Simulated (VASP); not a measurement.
Mn2RuN3: relaxation of cell and atoms with PBE

Crystal: Mn2RuN3.

```
Mn Ru N
1.0
     3.46486    0.00000    0.00000
    -1.73243    3.00066    0.00000
     0.00000    0.00000    8.20824
Mn Ru N
2 1 3
Direct
  0.33333 0.66667 0.50000
  0.33333 0.66667 0.00000
  0.66667 0.33333 0.50000
  0.33333 0.66667 0.32821
  0.33333 0.66667 0.67179
  0.66667 0.33333 0.00000
```

The cell was built from a structure type or drawn by symmetry, and may not be a known phase.

```yaml
Program: VASP 6.6.1
Task: relaxation of cell and atoms
Functional: PBE
Potentials_or_basis: VASP PAW PBE potentials, release 64 (Mn_pv, Ru_pv, N)
Cutoff: 600 eV
k_mesh: 6 × 6 × 2
Occupations: gaussian, width 0.1 eV
Spin: collinear spin, ferromagnetic start
Starting_moments: "[4.0, 4.0, 1.0, 0.0, 0.0, 0.0] μB"
Dipole_correction: no
Further_INCAR_settings: ALGO = Normal; EDIFF = 1e-07; IBRION = 2; EDIFFG = -0.04; NSW = 90; ISIF = 3
```

- Relaxed volume: 13.82 Å³/atom
- Relaxed cell: a = 3.683 Å, b = 3.683 Å, c = 7.060 Å, α = 90.00°, β = 90.00°, γ = 120.00°
- Space group after relaxing (to 0.1 Å): P-6m2 (No. 187)
- Energy gained by relaxing: 1475.2 meV/atom
- Ionic steps: 20
- Pressure after relaxing: 0.1 GPa
- Largest force after relaxing: 0.032 eV/Å
- Net moment: 0.00 μB per cell
- Valence electrons inside the program's atomic spheres: Mn 12.56, 11.83; Ru 12.78; N 3.60, 3.41 (each value once)

Forces on the atoms (eV/Å):
```
Mn   0.000  0.000  0.000
Mn   0.000  0.000  0.000
Ru   0.000  0.000  0.000
N    0.000  0.000  0.032
N    0.000  0.000 -0.032
N    0.000  0.000  0.000
```

Stress tensor (GPa, compression positive):
```
0.07 0.00 0.00
0.00 0.07 0.00
0.00 0.00 0.23
```

Step by step:
| step | energy change (eV) | largest force (eV/Å) | pressure (GPa) | volume (Å³) |
| --- | --- | --- | --- | --- |
| 1 | 0.0000 | 21.8470 | 53.72 | 85.34 |
| 2 | -0.0160 | 1.7205 | -10.43 | 156.12 |
| 3 | -0.6041 | 1.3186 | -10.82 | 150.63 |
| 4 | -0.8498 | 1.1374 | -10.60 | 145.28 |
| 5 | -2.2084 | 0.8644 | -15.99 | 113.04 |
| 6 | -4.3231 | 2.0578 | -12.76 | 98.64 |
| 7 | -5.5396 | 0.5729 | -2.37 | 91.86 |
| 8 | -5.6851 | 1.6089 | 6.36 | 88.56 |
| 9 | -5.6957 | 1.0092 | 4.12 | 89.29 |
| 10 | -7.0273 | 2.3017 | -9.77 | 95.08 |
| 11 | -7.1934 | 3.0578 | -12.18 | 97.34 |
| 12 | -8.2852 | 3.0653 | -6.46 | 90.96 |
| 13 | -8.3443 | 1.8445 | 0.14 | 88.12 |
| 14 | -8.3786 | 2.4641 | -2.68 | 89.17 |
| 15 | -8.6999 | 1.7781 | -2.89 | 85.81 |
| 16 | -8.7201 | 0.9949 | -3.46 | 86.53 |
| 17 | -8.8425 | 0.3120 | -1.20 | 83.84 |
| 18 | -8.8502 | 0.1252 | -0.25 | 83.02 |
| 19 | -8.8509 | 0.0007 | 0.27 | 82.88 |
| 20 | -8.8510 | 0.0324 | 0.12 | 82.91 |

Final structure:
```
Mn Ru N
1.0
     3.68266    0.00000    0.00000
    -1.84133    3.18928    0.00000
     0.00000    0.00000    7.05955
Mn Ru N
2 1 3
Direct
  0.33333 0.66667 0.50000
  0.33333 0.66667 0.00000
  0.66667 0.33333 0.50000
  0.33333 0.66667 0.24982
  0.33333 0.66667 0.75018
  0.66667 0.33333 0.00000
```

Levels at points of the mesh, in eV from the Fermi level:
Spin up:
```
           k point  band 25  band 26  band 27  band 28  band 29  band 30  band 31  band 32
(0.00, 0.00, 0.00)    -1.30    -0.68    -0.68    -0.60    -0.21     0.15     0.15     1.34
(0.50, 0.00, 0.00)    -1.38    -0.47    -0.42     0.04     0.31     0.68     0.89     1.69
(0.00, 0.00, 0.50)    -1.29    -1.21    -0.40    -0.40     0.30     1.11     1.11     1.32
(0.50, 0.00, 0.50)    -0.56    -0.49    -0.35    -0.11     0.37     0.76     0.77     0.83
```
Spin down:
```tsv
k point	band 26	band 27	band 28	band 29	band 30	band 31
(0.00, 0.00, 0.00)	-0.68	-0.68	-0.60	-0.21	0.15	0.15
(0.50, 0.00, 0.00)	-0.47	-0.42	0.04	0.31	0.68	0.89
(0.00, 0.00, 0.50)	-1.21	-0.40	-0.40	0.30	1.11	1.11
(0.50, 0.00, 0.50)	-0.49	-0.35	-0.11	0.37	0.76	0.77
```

It took 37 min on 1 thread of Intel(R) Xeon(R) 6975P-C (Granite Rapids), with other jobs on the host, peak memory 0.35 GiB.

Caveat: the k points lie up to 0.45 Å⁻¹ apart in the final cell. With open d or f shells a metallic result of PBE can be an artefact of self-interaction; +U or a hybrid may open a gap.
